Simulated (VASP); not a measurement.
**Al: single point with PBE**

The system is Al.

```
CELL_PARAMETERS angstrom
2.81246 0.00000 0.00000
-1.40623 2.43566 0.00000
0.00000 0.00000 4.86685
ATOMIC_POSITIONS crystal
Al 0.66667 0.33333 0.75000
Al 0.34360 0.68720 0.25000
```

```
Program                : VASP 6.6.1
Task                   : single point
Functional             : PBE
Potentials or basis    : VASP PAW PBE potentials, release 64 (Al)
Cutoff                 : 520 eV
k mesh                 : 2 × 4 × 2
Occupations            : gaussian, width 0.1 eV
Spin                   : no spin polarisation
Dipole correction      : no
Further INCAR settings : ALGO = Normal; EDIFF = 1e-07; NBANDS = 10
```

| Quantity | Value |
| --- | --- |
| Pressure | 1.2 GPa |
| Largest force | 0.112 eV/Å |
| Band gap on the k mesh | zero (band 3 reaches 11.21 eV, above the bottom of band 4 at 4.81 eV) |

Forces on the atoms (eV/Å):
```
Al   0.000 -0.112  0.000
Al   0.000  0.112  0.000
```

Stress tensor (GPa, compression positive):
```
 23.16   0.00   0.00
  0.00  -8.20   0.00
  0.00   0.00 -11.45
```

Levels at points of the mesh, in eV from the Fermi level:
```csv
k point,band 1,band 2,band 3,band 4,band 5
"(0.00, 0.00, 0.00)",-11.57,-5.57,-5.33,10.61,10.95
"(0.50, 0.00, 0.00)",-5.53,-5.42,0.09,0.09,0.85
"(0.00, 0.50, 0.00)",-5.52,-5.43,0.16,0.17,0.78
"(0.00, 0.00, 0.50)",-10.01,-10.01,1.88,1.88,11.97
"(0.50, 0.00, 0.50)",-4.31,-4.31,-3.58,-3.58,6.94
"(0.00, 0.50, 0.50)",-4.31,-4.31,-3.57,-3.57,6.88
```

Run time: 3.1 s on 1 thread of Intel Xeon 6975P-C (shared host), peak memory 0.14 GiB.

Caveat: the k points lie up to 1.29 Å⁻¹ apart.
